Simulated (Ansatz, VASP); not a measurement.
## One calculation of BN, two programs

```xyz
2
Lattice="0.0000 1.7982 1.7982 1.7982 0.0000 1.7982 1.7982 1.7982 0.0000" Properties=species:S:1:pos:R:3 pbc="T T T"
B     0.0000    0.0000    0.0000
N     0.8991    0.8991    0.8991
```

Alike in both runs: functional HSE06; k mesh 6 × 6 × 6; occupations gaussian, width 0.02 eV; no spin polarisation.

Ansatz relaxed the structure, and its values are those at the end. VASP's run is a single point on that final structure, the one shown.

|  | VASP | Ansatz |
| --- | --- | --- |
| version | VASP 6.6.1 | Ansatz 0.2.0 |
| potentials or method | VASP PAW PBE potentials, release 64 (B, N), cutoff 520 eV | scalar-relativistic, plane waves, PAW |
| valence electrons in the cell | 8 | 8 |

|  | VASP | Ansatz | Ansatz less VASP |
| --- | --- | --- | --- |
| gap on the k mesh at the Fermi level (eV) | 5.80 | 5.81 | +0.015 |
| least direct gap on the mesh (eV) | 10.63 | 10.65 | +0.017 |
| pressure (GPa) | 0.5 | 0.0 | -0.54 |

The functional is the same, so the differences come from potentials, cutoffs and numerics.

The k mesh is coarse, so the values compare programs but aren't converged.
